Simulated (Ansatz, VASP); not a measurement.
**Ca: VASP beside Ansatz**

```xyz
2
Lattice="0.0000 3.6726 3.6726 3.6726 0.0000 3.6726 3.6726 3.6726 0.0000" Properties=species:S:1:pos:R:3 pbc="T T T"
Ca    3.6726    3.6726    3.6726
Ca    5.5090    5.5090    5.5090
```

Alike in both runs: task single point; functional PBE; k mesh 4 × 4 × 4; occupations gaussian, width 0.1 eV; no spin polarisation.

|  | VASP | Ansatz |
| --- | --- | --- |
| version | VASP 6.6.1 | Ansatz 0.2.0 |
| potentials or method | VASP PAW PBE potentials, release 64 (Ca_sv), cutoff 520 eV | scalar-relativistic, plane waves, PAW |
| valence electrons in the cell | 20 | 20 |

|  | VASP | Ansatz | Ansatz less VASP |
| --- | --- | --- | --- |
| gap on the k mesh at the Fermi level (eV) | none | none | - |
| pressure (GPa) | 3.2 | 3.2 | 0.00 |

A gap of «none» marks a metal or a gap that the smearing closes.

The k mesh is coarse, so the values compare programs but aren't converged.
